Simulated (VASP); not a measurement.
# Ba (C2/m) in VASP: a series of runs

Runs on Ba. Level: PBE. Tasks: single point.

All numbers are computed with VASP 6.6.1; they aren't measurements. Logs are shortened: lines on timing, memory, paths and dates and some standing lists are left out, and cuts for length are marked.

## (1) The cell of the first run

Symmetry: C2/m, No. 12, monoclinic system. Conventional cell: a = 7.783 Å, b = 4.475 Å, c = 14.928 Å, α = 90.00°, β = 100.25°, γ = 90.00°. Ba (site symmetry m) has 12 Ba at 4.47 to 4.50 Å within 5.9 Å. Ba (site symmetry m) has 12 Ba at 4.47 to 4.50 Å within 5.9 Å.

## (2) Single point, PBE

File INCAR:

```
SYSTEM = Ba
PREC     = Accurate       ! precision mode
ENCUT    = 520            ! plane-wave cutoff, eV
EDIFF    = 1E-6           ! SCF threshold, eV
ISMEAR   = 0              ! smearing method
SIGMA    = 0.1            ! smearing width, eV
LREAL    = .FALSE.        ! projectors in reciprocal space
LASPH    = .TRUE.         ! aspherical terms in the spheres
NELM     = 100            ! most SCF steps
ALGO     = Normal         ! electronic algorithm
ISIF     = 2              ! what is computed and relaxed
LWAVE    = .FALSE.        ! write WAVECAR
LCHARG   = .TRUE.         ! write CHGCAR
GGA      = PE             ! functional
LELF     = .TRUE.         ! ELF
LVHAR    = .TRUE.       
NBANDS   = 28             ! bands
```

File KPOINTS:

```
Automatic mesh
0
G
  12 12 4
  0 0 0
```

File POSCAR:

```
Ba
1.0
    3.8914580100     -2.2373227647      0.0153046740
    3.8914580100      2.2373227647      0.0153046740
   -2.7146193600      0.0000000000     14.6789457515
Ba
4
Direct
    0.2077458167      0.2077458167      0.1251004699
    0.7922541833      0.7922541833      0.8748995301
    0.3767475690      0.3767475690      0.6247651099
    0.6232524310      0.6232524310      0.3752348901
```

Potentials or basis: VASP PAW PBE potentials, release 64 (Ba_sv).

The run is started by

```bash
> cat potpaw_PBE.64/Ba_sv/POTCAR > POTCAR
> mpirun -np 1 vasp_std > vasp.out
```

OUTCAR:

```text
SYSTEM = Ba
   PREC = Accurate
   ENCUT = 520
   EDIFF = 1E-6
   ISMEAR = 0
   LREAL = .FALSE.
   LASPH = .TRUE.
   NELM = 100
   ISIF = 2
   GGA = PE

 ion  position               nearest neighbor table
   1  0.208  0.208  0.125-   4 4.48   2 4.48   4 4.50   4 4.50   2 4.50   2 4.50
   2  0.792  0.792  0.875-   3 4.48   1 4.48   3 4.50   3 4.50   1 4.50   1 4.50
   3  0.377  0.377  0.625-   4 4.48   2 4.48   4 4.49   4 4.49   2 4.50   2 4.50
   4  0.623  0.623  0.375-   3 4.48   1 4.48   3 4.49   3 4.49   1 4.50   1 4.50

  LATTYP: Found a base centered monoclinic cell.
 ALAT       =     7.7829762114
 B/A-ratio  =     0.5749273039
 C/A-ratio  =     1.9180126316
 COS(beta)  =    -0.1779806692

  Lattice vectors:

 A1 = (   3.8914580100,  -2.2373227647,   0.0153046740)
 A2 = (   3.8914580100,   2.2373227647,   0.0153046740)
 A3 = (  -2.7146193600,   0.0000000000,  14.6789457515)

Analysis of symmetry for initial positions (statically):
=====================================================================
 Subroutine PRICEL returns:
 Original cell was already a primitive cell.

 Routine SETGRP: Setting up the symmetry group for a
 base centered monoclinic supercell.

 Subroutine GETGRP returns: Found  4 space group operations
 (whereof  4 operations were pure point group operations)
 out of a pool of  4 trial point group operations.

The static configuration has the point symmetry C_2h.

Analysis of symmetry for dynamics (positions and initial velocities):
=====================================================================
 Subroutine PRICEL returns:
 Original cell was already a primitive cell.

 Routine SETGRP: Setting up the symmetry group for a
 base centered monoclinic supercell.

 Subroutine GETGRP returns: Found  4 space group operations
 (whereof  4 operations were pure point group operations)
 out of a pool of  4 trial point group operations.

The dynamic configuration has the point symmetry C_2h.

 Subroutine INISYM returns: Found  4 space group operations
 (whereof  4 operations are pure point group operations),
 and found     1 'primitive' translations

----------------------------------------------------------------------------------------

                                     Primitive cell

  volume of cell :     255.7888

  direct lattice vectors                    reciprocal lattice vectors
     3.891458010 -2.237322765  0.015304674     0.128393163 -0.223481389  0.023744114
     3.891458010  2.237322765  0.015304674     0.128393163  0.223481389  0.023744114
    -2.714619360  0.000000000 14.678945752    -0.000267733  0.000000000  0.068075271

  length of vectors
     4.488796368  4.488796368 14.927846685     0.258829130  0.258829130  0.068075797

  position of ions in fractional coordinates (direct lattice)
     0.207745817  0.207745817  0.125100470
     0.792254183  0.792254183  0.874899530
     0.376747569  0.376747569  0.624765110
     0.623252431  0.623252431  0.375234890

  ion indices of the primitive-cell ions
   primitive index   ion index
                 1           1
                 2           2
                 3           3
                 4           4

----------------------------------------------------------------------------------------

 KPOINTS: Automatic mesh

Automatic generation of k-mesh.
 Grid dimensions read from file:
 generate k-points for:   12   12    4

 Generating k-lattice:

  Cartesian coordinates                     Fractional coordinates (reciprocal lattice)
     0.010699430 -0.018623449  0.001978676     0.083333333 -0.000000000  0.000000000
     0.010699430  0.018623449  0.001978676    -0.000000000  0.083333333  0.000000000
    -0.000066933  0.000000000  0.017018818     0.000000000  0.000000000  0.250000000

  Length of vectors
     0.021569094  0.021569094  0.017018949

  Shift w.r.t. Gamma in fractional coordinates (k-lattice)
     0.000000000  0.000000000  0.000000000

 Subroutine IBZKPT returns following result:
 ===========================================

 Found    164 irreducible k-points:

 Following reciprocal coordinates:
            Coordinates               Weight
  0.000000  0.000000  0.000000      1.000000
  0.083333 -0.000000  0.000000      4.000000
  0.166667  0.000000 -0.000000      4.000000
  0.250000  0.000000 -0.000000      4.000000
  0.333333 -0.000000 -0.000000      4.000000
  0.416667 -0.000000 -0.000000      4.000000
[... 16 lines left out ...]
  0.500000  0.166667 -0.000000      4.000000
 -0.416667  0.166667  0.000000      4.000000
 [... further k-points ...]
   k-points           NKPTS =    164   k-points in BZ     NKDIM =    164   number of bands    NBANDS=     28
   number of dos      NEDOS =    301   number of ions     NIONS =      4
   total plane-waves  NPLWV = 145152
   dimension x,y,z NGX =    36 NGY =   36 NGZ =  112
   dimension x,y,z NGXF=    72 NGYF=   72 NGZF=  224
   ions per type =               4
   NGX,Y,Z   is equivalent  to a cutoff of  13.33, 13.33, 12.47 a.u.
   NGXF,Y,Z  is equivalent  to a cutoff of  26.67, 26.67, 24.95 a.u.
 SYSTEM =  Ba
   PREC   = accura    normal or accurate (medium, high low for compatibility)
   ISTART =      0    job   : 0-new  1-cont  2-samecut
   ICHARG =      2    charge: 1-file 2-atom 10-const
   ISPIN  =      1    spin polarized calculation?
   LNONCOLLINEAR =      F non collinear calculations
   LSORBIT =      F    spin-orbit coupling
   LASPH  =      T    aspherical Exc in radial PAW
   ENCUT  =  520.0 eV  38.22 Ry    6.18 a.u.   8.35  8.35 27.76*2*pi/ulx,y,z
   NELM   =    100;   NELMIN=  2; NELMDL= -5     # of ELM steps
   EDIFF  = 0.1E-05   stopping-criterion for ELM
   LREAL  =      F    real-space projection
   EDIFFG = 0.1E-04   stopping-criterion for IOM
   NSW    =      0    number of steps for IOM
   IBRION =     -1    ionic relax: 0-MD 1-quasi-New 2-CG
   NFREE  =      0    steps in history (QN), initial steepest desc. (CG)
   ISIF   =      2    stress and relaxation
   ISYM   =      2    0-nonsym 1-usesym 2-fastsym
   POTIM  = 0.5000    time-step for ionic-motion
   TEBEG  =    0.0;   TEEND  =   0.0 temperature during run
   PSTRESS=    0.0 pullay stress
   NELECT =      40.0000    total number of electrons
   NUPDOWN=      -1.0000    fix difference up-down
   EMIN   =  10.00;   EMAX   =-10.00  energy-range for DOS
   EFERMI =   0.00;   METHOD = LEGACY
   ISMEAR =     0;   SIGMA  =   0.10  broadening in eV -4-tet -1-fermi 0-gaus
   EFERMI_NEDOS =   21; number of points for ismear=-14 and -15
   IALGO  =     38    algorithm
   IMIX   =      4    mixing-type and parameters
     AMIX     =   0.40;   BMIX     =  1.00
     AMIX_MAG =   1.60;   BMIX_MAG =  1.00
  volume/ion in A,a.u.               =      63.95       431.54
  Fermi-wavevector in a.u.,A,eV,Ry     =   0.881998  1.666735 10.584252  0.777921
  Thomas-Fermi vector in A             =   2.002570
   LORBIT       =      0    0 simple, 1 ext, 2 COOP (PROOUT), +10 PAW based schemes
   GGA     = PE    functional components
   LHFCALC =     F    Hartree Fock is set to
   AEXX    =    0.0000 exact exchange contribution
   IVDW    =     0    specifies the selected vdW correction
   LEPSILON=     F    determine dielectric tensor
   LRPA    =     F    only Hartree local field effects (RPA)
 non-spin polarized calculation
 Gauss-broadening in eV      SIGMA  =   0.10
  energy-cutoff  :      520.00
  volume of cell :      255.79
 maximum number of plane-waves:      6934
 NGX is ok and might be reduce to    36
   NGX = 17   NGY = 17   NGZ = 55

 number of electron      40.0000003 magnetization

 Free energy of the ion-electron system (eV)
  ---------------------------------------------------
  ext. energy  EPLUGINS =         0.00000000
  ---------------------------------------------------
  free energy    TOTEN  =        -7.57818319 eV

  energy without entropy =       -7.54260676  energy(sigma->0) =       -7.56039498

 E-fermi :   1.6471     XC(G=0):  -7.3604

 val. band max:        1.6453361052   @ k =   0.5000   0.4167   0.2500
 cond. band min:       1.6479391888   @ k =  -0.0833   0.4167   0.2500
 fundamental gap:      0.0026030835
 Fermi energy:         1.6470928983

 k-point     1 :       0.0000    0.0000    0.0000
  band No.  band energies     occupation
      1     -27.2939      2.00000
      2     -27.2755      2.00000
      3     -27.2722      2.00000
      4     -27.2534      2.00000
      5     -12.6907      2.00000
      6     -12.4811      2.00000
[... 20 lines left out ...]
     27       3.4012      0.00000
     28       3.4363      0.00000

 k-point     2 :       0.0833   -0.0000    0.0000
  band No.  band energies     occupation
      1     -27.2917      2.00000
      2     -27.2740      2.00000
      3     -27.2703      2.00000
      4     -27.2522      2.00000
      5     -12.6808      2.00000
      6     -12.4923      2.00000
[... 20 lines left out ...]
     27       3.3895      0.00000
     28       3.5221      0.00000

 k-point     3 :       0.1667    0.0000   -0.0000
  band No.  band energies     occupation
      1     -27.2856      2.00000
      2     -27.2698      2.00000
      3     -27.2651      2.00000
      4     -27.2491      2.00000
      5     -12.6528      2.00000
      6     -12.5114      2.00000
[... 20 lines left out ...]
     27       3.2778      0.00000
     28       3.6297      0.00000

 k-point     4 :       0.2500    0.0000   -0.0000
  band No.  band energies     occupation
      1     -27.2769      2.00000
      2     -27.2640      2.00000
      3     -27.2582      2.00000
      4     -27.2451      2.00000
      5     -12.6118      2.00000
      6     -12.5485      2.00000
[... 578 lines left out ...]
     27       2.8608      0.00000
     28       3.0848      0.00000

 k-point    23 :       0.5000    0.1667   -0.0000
  band No.  band energies     occupation
      1     -27.2580      2.00000
      2     -27.2525      2.00000
      3     -27.2444      2.00000
      4     -27.2388      2.00000
      5     -12.6431      2.00000
      6     -12.6310      2.00000
[... 20 lines left out ...]
     27       2.8388      0.00000
     28       2.8966      0.00000

 k-point    24 :      -0.4167    0.1667    0.0000
  band No.  band energies     occupation
      1     -27.2554      2.00000
      2     -27.2511      2.00000
      3     -27.2426      2.00000
      4     -27.2383      2.00000
      5     -12.6601      2.00000
      6     -12.6412      2.00000
[... 20 lines left out ...]
     27       2.8238      0.00000
     28       2.9980      0.00000

 [... further k-points ...]

------------------------ aborting loop because EDIFF is reached ----------------------------------------

  FORCE on cell =-STRESS in cart. coord.  units (eV):
  Direction    XX          YY          ZZ          XY          YZ          ZX
  --------------------------------------------------------------------------------------
  -------------------------------------------------------------------------------------
  Total        0.0658124      0.0844943      0.0776202      0.0000000      0.0000000      0.0097557
  in kB        0.4122271      0.5292445      0.4861877      0.0000000      0.0000000      0.0611066
  external PRESSURE =       0.4758864 kB  Pullay stress =       0.0000000 kB

 VOLUME and BASIS-vectors are now :
 -----------------------------------------------------------------------------
  energy-cutoff  :      520.00
  volume of cell :      255.79
      direct lattice vectors                 reciprocal lattice vectors
     3.891458010 -2.237322765  0.015304674     0.128393163 -0.223481389  0.023744114
     3.891458010  2.237322765  0.015304674     0.128393163  0.223481389  0.023744114
    -2.714619360  0.000000000 14.678945752    -0.000267733  0.000000000  0.068075271

 POSITION                                       TOTAL-FORCE (eV/Angst)
 -----------------------------------------------------------------------------------
      1.27727      0.00000      1.84270        -0.000249      0.000000      0.004700
      3.79103      0.00000     12.86685         0.000249      0.000000     -0.004700
      1.23620      0.00000      9.18243         0.000144      0.000000      0.000496
      3.83210      0.00000      5.52713        -0.000144      0.000000     -0.000496
 -----------------------------------------------------------------------------------
    total drift:                                0.000000     -0.000000     -0.000000

  FREE ENERGIE OF THE ION-ELECTRON SYSTEM (eV)
  ---------------------------------------------------
  free  energy   TOTEN  =        -7.5781831936 eV

  energy  without entropy=       -7.5426067619  energy(sigma->0) =       -7.56039498
```

Run time: 7.3 min. Hardware: 1 thread of Intel Xeon Platinum 8559C (Emerald Rapids), shared host; peak memory 0.99 GiB.

What came out:

| Quantity | Value |
| --- | --- |
| Free energy | -7.5782 eV |
| Pressure | 0.0 GPa |
| Largest force | 0.005 eV/Å |
| Band gap on the k mesh | zero (band 20 reaches 1.76 eV, above the bottom of band 21 at 1.55 eV) |

Forces on the atoms (eV/Å):
```
Ba   0.000  0.000  0.005
Ba   0.000  0.000 -0.005
Ba   0.000  0.000  0.000
Ba   0.000  0.000  0.000
```

Levels at points of the mesh, in eV from the Fermi level:
| k point | band 16 | band 17 | band 18 | band 19 | band 20 | band 21 | band 22 | band 23 | band 24 | band 25 |
| --- | --- | --- | --- | --- | --- | --- | --- | --- | --- | --- |
| (0.00, 0.00, 0.00) | -13.90 | -2.80 | -1.86 | -1.86 | -0.98 | 0.97 | 0.97 | 0.99 | 1.63 | 1.68 |
| (0.50, 0.00, 0.00) | -13.97 | -0.90 | -0.83 | -0.57 | -0.40 | -0.01 | -0.01 | 0.45 | 0.68 | 1.37 |
| (0.50, 0.50, 0.00) | -13.96 | -0.88 | -0.74 | -0.61 | -0.57 | -0.09 | 0.24 | 0.41 | 0.84 | 1.09 |
| (0.00, 0.00, 0.50) | -13.90 | -2.53 | -2.53 | -1.19 | -1.19 | 0.83 | 0.85 | 1.43 | 1.44 | 1.62 |
| (0.50, 0.00, 0.50) | -13.96 | -0.89 | -0.74 | -0.60 | -0.56 | -0.10 | 0.23 | 0.39 | 0.84 | 1.11 |
| (0.50, 0.50, 0.50) | -13.97 | -0.90 | -0.84 | -0.57 | -0.40 | 0.01 | 0.01 | 0.44 | 0.68 | 1.34 |

Caveat: spin-orbit coupling is left out, which moves the levels of the heavy elements.

## (3) Single point, PBE

This run uses another cell than the first one, of 64.17 Å³/atom, 1.004 times its volume.

File INCAR:

```
SYSTEM = Ba
PREC = Accurate
ENCUT = 520
EDIFF = 1E-6
ISMEAR = 0
SIGMA = 0.1
LREAL = .False.
LASPH = .True.
NELM = 100
ALGO = Normal
ISIF = 2
LWAVE = .False.
LCHARG = .True.
GGA = PE
LELF = .True.
LVHAR = .True.
NBANDS = 28
```

File KPOINTS:

```
regular mesh
0
Gamma
  4 4 2
  0 0 0
```

File POSCAR:

```
Ba
1.0
    3.9294035550     -2.2338040656     -0.0957176752
    3.9294035550      2.2338040656     -0.0957176752
   -2.4425872421      0.0000000000     14.6816907266
Ba
4
Direct
    0.2052739318      0.2052739318      0.1255782993
    0.7947260682      0.7947260682      0.8744217007
    0.3809300864      0.3809300864      0.6245147287
    0.6190699136      0.6190699136      0.3754852713
```

Potentials or basis: VASP PAW PBE potentials, release 64 (Ba_sv).

The run is started by

```bash
> cat potpaw_PBE.64/Ba_sv/POTCAR > POTCAR
> mpirun -np 1 vasp_std > vasp.out
```

It took 45 s on 1 thread of Intel Xeon Platinum 8559C (Emerald Rapids), shared host; peak memory 0.38 GiB.

It converged, with:

```yaml
Free_energy: -7.6183 eV
Pressure: 0.1 GPa
Largest_force: 0.006 eV/Å
Band_gap_on_the_k_mesh: zero (band 20 reaches 1.56 eV, above the bottom of band 21 at 1.54 eV)
```

Forces in eV/Å, atoms in the order of the input:
```
Ba   0.004  0.000 -0.003
Ba  -0.004  0.000  0.003
Ba   0.001  0.000  0.005
Ba  -0.001  0.000 -0.005
```

Stress tensor (GPa, compression positive):
```
0.00 0.00 0.02
0.00 0.09 0.00
0.02 0.00 0.19
```

Levels at points of the mesh, in eV from the Fermi level:
| k point | band 18 | band 19 | band 20 | band 21 | band 22 | band 23 |
| --- | --- | --- | --- | --- | --- | --- |
| (0.00, 0.00, 0.00) | -1.80 | -1.80 | -0.92 | 1.04 | 1.04 | 1.07 |
| (0.50, 0.00, 0.00) | -0.78 | -0.51 | -0.36 | 0.04 | 0.05 | 0.48 |
| (0.50, 0.50, 0.00) | -0.70 | -0.57 | -0.53 | -0.01 | 0.30 | 0.47 |
| (0.00, 0.00, 0.50) | -2.47 | -1.13 | -1.13 | 0.89 | 0.93 | 1.52 |
| (0.50, 0.00, 0.50) | -0.68 | -0.54 | -0.51 | -0.05 | 0.28 | 0.44 |
| (0.50, 0.50, 0.50) | -0.80 | -0.53 | -0.37 | 0.09 | 0.09 | 0.46 |

Caveat: the k points lie up to 0.41 Å⁻¹ apart; spin-orbit coupling is left out, which moves the levels of the heavy elements.
